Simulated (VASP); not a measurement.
A run of VASP 6.6.1:

INCAR

```
SYSTEM = Li8Mg16CO2
ALGO     = Normal         ! electronic algorithm
EDIFF    = 1E-6           ! SCF threshold, eV
ENCUT    = 520            ! plane-wave cutoff, eV
GGA      = PE             ! functional
ISIF     = 2              ! what is computed and relaxed
ISMEAR   = -1             ! smearing method
IVDW     = 12             ! dispersion correction
LASPH    = .True.         ! aspherical terms in the spheres
LCHARG   = .False.        ! write CHGCAR
LREAL    = Auto         
LWAVE    = .False.        ! write WAVECAR
NBANDS   = 55             ! bands
NELM     = 80             ! most SCF steps
PREC     = Accurate       ! precision mode
SIGMA    = 0.1            ! smearing width, eV
```

Contents of KPOINTS:

```
k-points
0
Gamma
  2 2 1
  0 0 0
```

The input POSCAR:

```
Li8Mg16CO2
1.0
    9.3790480000      0.0000000000      0.0000000000
    0.0000000000     10.0936900000      0.0000000000
    0.0000000000      0.0000000000     17.5407100000
Li Mg C O
8 16 1 2
Direct
    0.6666667022      0.2500000495      0.0570101780
    0.3333332978      0.2500000495      0.0570101780
    0.1706124118      0.2499294113      0.2009812602
    0.8300477831      0.2499762723      0.2026053677
    0.6666667022      0.7499999505      0.0570101780
    0.3333332978      0.7499999505      0.0570101780
    0.1704548265      0.7499509099      0.2030106535
    0.8300716661      0.7499336714      0.2027002898
    0.4998214104     -0.0004350243      0.0956699586
    0.1702974545     -0.0002003232      0.0942422513
    0.8302425790     -0.0000453749      0.0935406263
    0.0000000000      0.2500000495      0.0570101780
    1.0000800721      0.0010284643      0.2438862509
    0.6710442254      0.0003959900      0.2493847170
    0.3298363544      0.0010955359      0.2508361406
    0.5006016602      0.2500072818      0.2010442565
    0.4998356976      0.5004459222      0.0955418566
    0.1702970280      0.5001798153      0.0942317044
    0.8301337193      0.5000251642      0.0936038507
    0.0000000000      0.7499999505      0.0570101780
    1.0000430747      0.4988825692      0.2438929781
    0.6708624372      0.4994849257      0.2495071750
    0.3298312366      0.4987169212      0.2507124854
    0.4996874949      0.7499426870      0.2028725177
    0.3416702847      0.2449875120      0.4159497535
    0.3441015549      0.1288985495      0.4145979838
    0.3389393039      0.3609997929      0.4171456001
```

Potentials or basis: VASP PAW PBE potentials, release 64 (Li_sv, Mg, C, O).

Run with:

```bash
$ cat potpaw_PBE.64/Li_sv/POTCAR potpaw_PBE.64/Mg/POTCAR potpaw_PBE.64/C/POTCAR potpaw_PBE.64/O/POTCAR > POTCAR
$ mpirun -np 1 vasp_std > vasp.out
```

Hardware: 1 thread of Oxide Virtual Turin-like Processor (shared host).

Estimate the wall time of this run.

Run time: 23 min on 1 thread of Oxide Virtual Turin-like Processor (shared host), peak memory 1.4 GiB. Counts: scf iterations 22, k points 4.
